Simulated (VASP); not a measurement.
Here is a VASP 6.6.1 calculation.

INCAR

```
ALGO     = Normal         # electronic algorithm
EDIFF    = 1E-7           # SCF threshold, eV
ENCUT    = 520            # plane-wave cutoff, eV
GGA      = PE             # functional
ISIF     = 2              # what is computed and relaxed
ISMEAR   = 0              # smearing method
LASPH    = T              # aspherical terms in the spheres
LCHARG   = T              # write CHGCAR
LELF     = T              # ELF
LREAL    = F              # projectors in reciprocal space
LVHAR    = T            
LWAVE    = F              # write WAVECAR
NBANDS   = 11             # bands
NELM     = 100            # most SCF steps
PREC     = Accurate       # precision mode
SIGMA    = 0.05           # smearing width, eV
```

File KPOINTS:

```
k-points
0
Gamma
  9 9 8
```

File POSCAR:

```
MgO
1.0
    2.9380209034      0.0000000000      0.0000000000
   -1.4690104517      2.5189567318      0.0000000000
    0.0000000000      0.0000000000      2.6796800000
Mg O
1 1
Direct
    0.0000000000      0.0000000000      0.0000000000
    0.3333333333      0.6666666667      0.5000000000
```

Potentials or basis: VASP PAW PBE potentials, release 64 (Mg, O).

Command:

```sh
$ cat potpaw_PBE.64/Mg/POTCAR potpaw_PBE.64/O/POTCAR > POTCAR
$ mpirun -np 1 vasp_std > vasp.out
```

Question: Estimate the band gap on the k mesh.

Answer: 3.10 eV, indirect (least direct gap 3.51 eV).

Question: Predict the pressure.

Answer: 0.6 GPa.

Forces on the atoms (eV/Å):
```
Mg   0.000 -0.003  0.000
O    0.000  0.003  0.000
```

Caveat: the cell differs from its parent crystal (strain -0.0100 x Voigt [0, 1, 0, 0, 0, 0]). A k mesh can miss the band edges.
